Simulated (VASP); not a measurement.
Si2Ni:

```
Si Ni
1.0
     0.00000    2.87763    2.87763
     2.87763    0.00000    2.87763
     2.87763    2.87763    0.00000
Si Ni
2 1
Cartesian
  1.4388 1.4388 1.4388
  4.3164 4.3164 4.3164
  0.0000 0.0000 0.0000
```

Base run:

| Quantity | Value |
| --- | --- |
| Program | VASP 6.6.1 |
| Functional | PBE |
| Potentials or basis | VASP PAW PBE potentials, release 64 (Si, Ni) |
| Cutoff | 520 eV |
| k mesh | 14 × 14 × 14 |
| Occupations | gaussian, width 0.15 eV |
| Spin | collinear spin, ferromagnetic start |
| Starting moments | [0.0, 0.0, 1.0] μB |
| Fixed moment | 1 μB |

Its results: pressure -13.7 GPa; site moments Si +0.12; Ni +0.46 μB.

Q: The run is repeated on the same cell with these changes: fixed moment from 1 μB to 0.5 μB; moments at the start from [0.0, 0.0, 1.0] to [0.0, 0.0, 0.5]. What comes out?

A: Pressure -15.7 GPa; site moments Si +0.06; Ni +0.26 μB.

Caveats: the cell stands under tension; the total moment is fixed, so each spin has its own Fermi level and the state may be an excited one.
